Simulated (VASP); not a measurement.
WSe2:

```
CELL_PARAMETERS angstrom
3.31993 0.00000 0.00000
-1.65997 2.87515 0.00000
0.00000 0.00000 13.73719
ATOMIC_POSITIONS crystal
W 0.66667 0.33333 0.75000
W 0.33333 0.66667 0.25000
Se 0.33333 0.66667 0.87100
Se 0.66667 0.33333 0.37100
Se 0.33333 0.66667 0.62900
Se 0.66667 0.33333 0.12900
```

```yaml
Program: VASP 6.6.1
Task: relaxation of cell and atoms
Functional: PBE
Potentials_or_basis: VASP PAW PBE potentials, release 64 (W_sv, Se)
Cutoff: 600 eV
k_mesh: 12 × 12 × 2
Occupations: gaussian, width 0.02 eV
Spin: no spin polarisation
```

At the start: pressure 1.9 GPa; volume 21.85 Å³/atom.

Question: Where does the relaxation end?

Answer: Over 23 steps the energy falls by 5.2 meV/atom and the volume is 23.92 Å³/atom (+9.4 %); space group P6_3/mmc (No. 194, to 0.1 Å) before and after.

The path:
```
step  energy change (eV)  largest force (eV/Å)  pressure (GPa)  volume (Å³)
   1              0.0000                0.3010            1.91       131.13
   2              0.0441                0.6683           -3.79       136.12
   3             -0.0143                0.0368           -0.11       132.75
   4             -0.0143                0.0304           -0.07       132.72
   5             -0.0156                0.0474            0.06       132.62
   6             -0.0158                0.0598            0.15       132.55
   7             -0.0169                0.0665            0.08       132.89
   8             -0.0196                0.0857           -0.12       133.93
   9             -0.0232                0.1209           -0.47       136.00
  10             -0.0252                0.1752           -1.03       140.17
  11             -0.0254                0.1724           -1.01       140.22
  12             -0.0259                0.1639           -0.97       140.38
  13             -0.0269                0.1465           -0.88       140.68
  14             -0.0286                0.1113           -0.70       141.29
  15             -0.0307                0.0370           -0.31       142.50
  16             -0.0297                0.1261            0.51       144.93
  17             -0.0312                0.0288            0.02       143.41
  18             -0.0312                0.0247           -0.01       143.35
  19             -0.0311                0.0017           -0.14       142.93
  20             -0.0312                0.0210           -0.02       143.29
  21             -0.0312                0.0186           -0.02       143.31
  22             -0.0314                0.0113           -0.01       143.37
  23             -0.0315                0.0028            0.02       143.50
```

Final structure:
```
W Se
1.0
     3.32219    0.00000    0.00000
    -1.66109    2.87710    0.00000
     0.00000    0.00000   15.01370
W Se
2 4
Direct
  0.66667 0.33333 0.75000
  0.33333 0.66667 0.25000
  0.33333 0.66667 0.86192
  0.66667 0.33333 0.36192
  0.33333 0.66667 0.63808
  0.66667 0.33333 0.13808
```

Caveat: this functional lacks dispersion, which binds the layers, so the pressure and a relaxed spacing across them are unreliable.
